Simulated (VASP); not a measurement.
# CoSn (F-43m) in VASP: notebook

The runs below take CoSn through single point, relaxation of cell and atoms, with PBE.

Program: VASP 6.6.1. These are calculated values, not measurements. Logs are shortened: lines on timing, memory, paths and dates and some standing lists are left out, and cuts for length are marked.

### 1 The cell of the first run

It takes space group F-43m (No. 216, cubic). Conventional cell: a = 5.728 Å, b = 5.728 Å, c = 5.728 Å, α = 90.00°, β = 90.00°, γ = 90.00°. Co (site symmetry -43m) has 4 Sn at 2.48 Å within 3.3 Å. Within 3.3 Å of Sn (site symmetry -43m) lie 4 Co at 2.48 Å.

### 2 Single point, PBE

The input, INCAR:

```
PREC = Accurate
ENCUT = 520
EDIFF = 1E-7
ISMEAR = 0
SIGMA = 0.1
LREAL = False
LASPH = True
NELM = 80
ALGO = Fast
ISIF = 2
LWAVE = False
LCHARG = True
GGA = PE
LELF = True
LVHAR = True
NBANDS = 18
```

The input, KPOINTS:

```
regular mesh
0
Gamma
  16 16 16
```

The input, POSCAR:

```
CoSn
1.0
    0.0000000000      2.8638362972      2.8638362972
    2.8638362972      0.0000000000      2.8638362972
    2.8638362972      2.8638362972      0.0000000000
Co Sn
1 1
Direct
    0.0000000000      0.0000000000      0.0000000000
    0.2500000000      0.2500000000      0.2500000000
```

Potentials or basis: VASP PAW PBE potentials, release 64 (Co, Sn_d).

Command:

```bash
$ cat potpaw_PBE.64/Co/POTCAR potpaw_PBE.64/Sn_d/POTCAR > POTCAR
$ mpirun -np 1 vasp_std > vasp.out
```

OUTCAR:

```text
PREC = Accurate
   ENCUT = 520
   EDIFF = 1E-7
   ISMEAR = 0
   LREAL = False
   LASPH = True
   NELM = 80
   ISIF = 2
   GGA = PE

 ion  position               nearest neighbor table
   1  0.000  0.000  0.000-   2 2.48   2 2.48   2 2.48   2 2.48
   2  0.250  0.250  0.250-   1 2.48   1 2.48   1 2.48   1 2.48

  LATTYP: Found a face centered cubic cell.
 ALAT       =     5.7276725944

  Lattice vectors:

 A1 = (   0.0000000000,   2.8638362972,   2.8638362972)
 A2 = (   2.8638362972,   0.0000000000,   2.8638362972)
 A3 = (   2.8638362972,   2.8638362972,   0.0000000000)

Analysis of symmetry for initial positions (statically):
=====================================================================
 Subroutine PRICEL returns:
 Original cell was already a primitive cell.

 Routine SETGRP: Setting up the symmetry group for a
 face centered cubic supercell.

 Subroutine GETGRP returns: Found 24 space group operations
 (whereof 24 operations were pure point group operations)
 out of a pool of 48 trial point group operations.

The static configuration has the point symmetry T_d .

Analysis of symmetry for dynamics (positions and initial velocities):
=====================================================================
 Subroutine PRICEL returns:
 Original cell was already a primitive cell.

 Routine SETGRP: Setting up the symmetry group for a
 face centered cubic supercell.

 Subroutine GETGRP returns: Found 24 space group operations
 (whereof 24 operations were pure point group operations)
 out of a pool of 48 trial point group operations.

The dynamic configuration has the point symmetry T_d .

 Subroutine INISYM returns: Found 24 space group operations
 (whereof 24 operations are pure point group operations),
 and found     1 'primitive' translations

----------------------------------------------------------------------------------------

                                     Primitive cell

  volume of cell :      46.9758

  direct lattice vectors                    reciprocal lattice vectors
     0.000000000  2.863836297  2.863836297    -0.174590985  0.174590985  0.174590985
     2.863836297  0.000000000  2.863836297     0.174590985 -0.174590985  0.174590985
     2.863836297  2.863836297  0.000000000     0.174590985  0.174590985 -0.174590985

  length of vectors
     4.050076132  4.050076132  4.050076132     0.302400457  0.302400457  0.302400457

  position of ions in fractional coordinates (direct lattice)
     0.000000000  0.000000000  0.000000000
     0.250000000  0.250000000  0.250000000

  ion indices of the primitive-cell ions
   primitive index   ion index
                 1           1
                 2           2

----------------------------------------------------------------------------------------

 KPOINTS: regular mesh

Automatic generation of k-mesh.
 Grid dimensions read from file:
 generate k-points for:   16   16   16

 Generating k-lattice:

  Cartesian coordinates                     Fractional coordinates (reciprocal lattice)
    -0.010911937  0.010911937  0.010911937     0.062500000  0.000000000  0.000000000
     0.010911937 -0.010911937  0.010911937     0.000000000  0.062500000  0.000000000
     0.010911937  0.010911937 -0.010911937     0.000000000  0.000000000  0.062500000

  Length of vectors
     0.018900029  0.018900029  0.018900029

  Shift w.r.t. Gamma in fractional coordinates (k-lattice)
     0.000000000  0.000000000  0.000000000

 Subroutine IBZKPT returns following result:
 ===========================================

 Found    145 irreducible k-points:

 Following reciprocal coordinates:
            Coordinates               Weight
  0.000000  0.000000  0.000000      1.000000
  0.062500  0.000000  0.000000      8.000000
  0.125000  0.000000  0.000000      8.000000
  0.187500  0.000000  0.000000      8.000000
  0.250000  0.000000  0.000000      8.000000
  0.312500  0.000000  0.000000      8.000000
[... 16 lines left out ...]
 -0.125000  0.062500  0.000000     24.000000
 -0.062500  0.062500  0.000000     12.000000
 [... further k-points ...]
   k-points           NKPTS =    145   k-points in BZ     NKDIM =    145   number of bands    NBANDS=     18
   number of dos      NEDOS =    301   number of ions     NIONS =      2
   total plane-waves  NPLWV =  27000
   dimension x,y,z NGX =    30 NGY =   30 NGZ =   30
   dimension x,y,z NGXF=    60 NGYF=   60 NGZF=   60
   ions per type =               1   1
   NGX,Y,Z   is equivalent  to a cutoff of  12.31, 12.31, 12.31 a.u.
   NGXF,Y,Z  is equivalent  to a cutoff of  24.63, 24.63, 24.63 a.u.
 SYSTEM =  unknown system
   PREC   = accura    normal or accurate (medium, high low for compatibility)
   ISTART =      0    job   : 0-new  1-cont  2-samecut
   ICHARG =      2    charge: 1-file 2-atom 10-const
   ISPIN  =      1    spin polarized calculation?
   LNONCOLLINEAR =      F non collinear calculations
   LSORBIT =      F    spin-orbit coupling
   LASPH  =      T    aspherical Exc in radial PAW
   ENCUT  =  520.0 eV  38.22 Ry    6.18 a.u.   7.53  7.53  7.53*2*pi/ulx,y,z
   NELM   =     80;   NELMIN=  2; NELMDL= -5     # of ELM steps
   EDIFF  = 0.1E-06   stopping-criterion for ELM
   LREAL  =      F    real-space projection
   EDIFFG = 0.1E-05   stopping-criterion for IOM
   NSW    =      0    number of steps for IOM
   IBRION =     -1    ionic relax: 0-MD 1-quasi-New 2-CG
   NFREE  =      0    steps in history (QN), initial steepest desc. (CG)
   ISIF   =      2    stress and relaxation
   ISYM   =      2    0-nonsym 1-usesym 2-fastsym
   POTIM  = 0.5000    time-step for ionic-motion
   TEBEG  =    0.0;   TEEND  =   0.0 temperature during run
   PSTRESS=    0.0 pullay stress
   NELECT =      23.0000    total number of electrons
   NUPDOWN=      -1.0000    fix difference up-down
   EMIN   =  10.00;   EMAX   =-10.00  energy-range for DOS
   EFERMI =   0.00;   METHOD = LEGACY
   ISMEAR =     0;   SIGMA  =   0.10  broadening in eV -4-tet -1-fermi 0-gaus
   EFERMI_NEDOS =   21; number of points for ismear=-14 and -15
   IALGO  =     68    algorithm
   IMIX   =      4    mixing-type and parameters
     AMIX     =   0.40;   BMIX     =  1.00
     AMIX_MAG =   1.60;   BMIX_MAG =  1.00
  volume/ion in A,a.u.               =      23.49       158.50
  Fermi-wavevector in a.u.,A,eV,Ry     =   1.290306  2.438324 22.652184  1.664889
  Thomas-Fermi vector in A             =   2.422145
   LORBIT       =      0    0 simple, 1 ext, 2 COOP (PROOUT), +10 PAW based schemes
   GGA     = PE    functional components
   LHFCALC =     F    Hartree Fock is set to
   AEXX    =    0.0000 exact exchange contribution
   IVDW    =     0    specifies the selected vdW correction
   LEPSILON=     F    determine dielectric tensor
   LRPA    =     F    only Hartree local field effects (RPA)
 non-spin polarized calculation
 RMM-DIIS sequential band-by-band and
 Gauss-broadening in eV      SIGMA  =   0.10
  energy-cutoff  :      520.00
  volume of cell :       46.98
 maximum number of plane-waves:      1295
   NGX = 15   NGY = 15   NGZ = 15

 number of electron      22.9999987 magnetization

 Free energy of the ion-electron system (eV)
  ---------------------------------------------------
  ext. energy  EPLUGINS =         0.00000000
  ---------------------------------------------------
  free energy    TOTEN  =        -9.40860248 eV

  energy without entropy =       -9.40033118  energy(sigma->0) =       -9.40446683

 E-fermi :   5.5470     XC(G=0):  -9.9617

 val. band max:        5.5449818594   @ k =   0.4375   0.1875   0.0000
 cond. band min:       5.5548660196   @ k =   0.5000   0.3750   0.0625
 fundamental gap:      0.0098841603
 Fermi energy:         5.5469529656

 k-point     1 :       0.0000    0.0000    0.0000
  band No.  band energies     occupation
      1     -15.1458      2.00000
      2     -15.1458      2.00000
      3     -15.1458      2.00000
      4     -15.0937      2.00000
      5     -15.0937      2.00000
      6      -3.3896      2.00000
[... 10 lines left out ...]
     17      12.9106      0.00000
     18      12.9106      0.00000

 k-point     2 :       0.0625    0.0000    0.0000
  band No.  band energies     occupation
      1     -15.1458      2.00000
      2     -15.1453      2.00000
      3     -15.1453      2.00000
      4     -15.0935      2.00000
      5     -15.0935      2.00000
      6      -3.3411      2.00000
[... 10 lines left out ...]
     17      13.0978      0.00000
     18      13.5087      0.00000

 k-point     3 :       0.1250    0.0000    0.0000
  band No.  band energies     occupation
      1     -15.1459      2.00000
      2     -15.1439      2.00000
      3     -15.1439      2.00000
      4     -15.0932      2.00000
      5     -15.0932      2.00000
      6      -3.1972      2.00000
[... 10 lines left out ...]
     17      13.4935      0.00000
     18      14.4049      0.00000

 k-point     4 :       0.1875    0.0000    0.0000
  band No.  band energies     occupation
      1     -15.1459      2.00000
      2     -15.1420      2.00000
      3     -15.1419      2.00000
      4     -15.0925      2.00000
      5     -15.0925      2.00000
      6      -2.9627      2.00000
[... 10 lines left out ...]
     17      13.8408      0.00000
     18      15.0977      0.00000

 k-point     5 :       0.2500    0.0000    0.0000
  band No.  band energies     occupation
      1     -15.1460      2.00000
      2     -15.1398      2.00000
      3     -15.1398      2.00000
      4     -15.0915      2.00000
      5     -15.0915      2.00000
      6      -2.6484      2.00000
[... 10 lines left out ...]
     17      13.9605      0.00000
     18      15.1992      0.00000

 k-point     6 :       0.3125    0.0000    0.0000
  band No.  band energies     occupation
      1     -15.1462      2.00000
      2     -15.1379      2.00000
      3     -15.1379      2.00000
      4     -15.0903      2.00000
      5     -15.0903      2.00000
      6      -2.2752      2.00000
[... 10 lines left out ...]
     17      13.8811      0.00000
     18      14.9492      0.00000

 k-point     7 :       0.3750    0.0000    0.0000
  band No.  band energies     occupation
      1     -15.1463      2.00000
      2     -15.1364      2.00000
      3     -15.1364      2.00000
      4     -15.0890      2.00000
      5     -15.0890      2.00000
      6      -1.8850      2.00000
[... 10 lines left out ...]
     17      13.7445      0.00000
     18      14.7063      0.00000

 k-point     8 :       0.4375    0.0000    0.0000
  band No.  band energies     occupation
      1     -15.1464      2.00000
      2     -15.1355      2.00000
      3     -15.1355      2.00000
      4     -15.0881      2.00000
      5     -15.0881      2.00000
      6      -1.5597      2.00000
[... 10 lines left out ...]
     17      13.6393      0.00000
     18      14.5480      0.00000
[... 229 lines left out ...]
     17      13.7181      0.00000
     18      15.2826      0.00000

 k-point    20 :      -0.3125    0.0625    0.0000
  band No.  band energies     occupation
      1     -15.1460      2.00000
      2     -15.1373      2.00000
      3     -15.1368      2.00000
      4     -15.0910      2.00000
      5     -15.0888      2.00000
      6      -2.1062      2.00000
[... 10 lines left out ...]
     17      13.7445      0.00000
     18      15.4088      0.00000

 k-point    21 :      -0.2500    0.0625    0.0000
  band No.  band energies     occupation
      1     -15.1461      2.00000
      2     -15.1392      2.00000
      3     -15.1382      2.00000
      4     -15.0924      2.00000
      5     -15.0898      2.00000
      6      -2.4892      2.00000
[... 10 lines left out ...]
     17      13.9642      0.00000
     18      15.3179      0.00000

 k-point    22 :      -0.1875    0.0625    0.0000
  band No.  band energies     occupation
      1     -15.1463      2.00000
      2     -15.1414      2.00000
      3     -15.1400      2.00000
      4     -15.0934      2.00000
      5     -15.0909      2.00000
      6      -2.8248      2.00000
[... 10 lines left out ...]
     17      14.0988      0.00000
     18      14.9364      0.00000

 k-point    23 :      -0.1250    0.0625    0.0000
  band No.  band energies     occupation
      1     -15.1463      2.00000
      2     -15.1434      2.00000
      3     -15.1420      2.00000
      4     -15.0939      2.00000
      5     -15.0920      2.00000
      6      -3.0865      2.00000
[... 10 lines left out ...]
     17      13.7572      0.00000
     18      14.7084      0.00000

 k-point    24 :      -0.0625    0.0625    0.0000
  band No.  band energies     occupation
      1     -15.1462      2.00000
      2     -15.1448      2.00000
      3     -15.1439      2.00000
      4     -15.0939      2.00000
      5     -15.0928      2.00000
      6      -3.2608      2.00000
[... 10 lines left out ...]
     17      13.3044      0.00000
     18      14.1912      0.00000

 [... further k-points ...]

------------------------ aborting loop because EDIFF is reached ----------------------------------------

  FORCE on cell =-STRESS in cart. coord.  units (eV):
  Direction    XX          YY          ZZ          XY          YZ          ZX
  --------------------------------------------------------------------------------------
  -------------------------------------------------------------------------------------
  Total        0.0027668      0.0027668      0.0027668     -0.0000000      0.0000000     -0.0000000
  in kB        0.0943643      0.0943643      0.0943643     -0.0000000      0.0000000     -0.0000000
  external PRESSURE =       0.0943643 kB  Pullay stress =       0.0000000 kB

 VOLUME and BASIS-vectors are now :
 -----------------------------------------------------------------------------
  energy-cutoff  :      520.00
  volume of cell :       46.98
      direct lattice vectors                 reciprocal lattice vectors
     0.000000000  2.863836297  2.863836297    -0.174590985  0.174590985  0.174590985
     2.863836297  0.000000000  2.863836297     0.174590985 -0.174590985  0.174590985
     2.863836297  2.863836297  0.000000000     0.174590985  0.174590985 -0.174590985

 POSITION                                       TOTAL-FORCE (eV/Angst)
 -----------------------------------------------------------------------------------
      0.00000      0.00000      0.00000         0.000000     -0.000000      0.000000
      1.43192      1.43192      1.43192        -0.000000      0.000000     -0.000000
 -----------------------------------------------------------------------------------
    total drift:                               -0.000000     -0.000000     -0.000001

  FREE ENERGIE OF THE ION-ELECTRON SYSTEM (eV)
  ---------------------------------------------------
  free  energy   TOTEN  =        -9.4086024834 eV

  energy  without entropy=       -9.4003311798  energy(sigma->0) =       -9.40446683
```

Wall time 78 s (1 thread of Intel Xeon 6975P-C (Granite Rapids), shared host); peak memory 0.26 GiB.

Results:

| Item | Value |
| --- | --- |
| Free energy | -9.4086 eV |
| Pressure | 0.0 GPa |
| Band gap on the k mesh | zero (an odd number of electrons rules out a gap without spin polarisation) |

Caveat: spin-orbit coupling is left out, which moves the levels of the heavy elements; the run has no spin polarisation, though such a crystal can be magnetic.

(Part 1 of 2 ends here.)
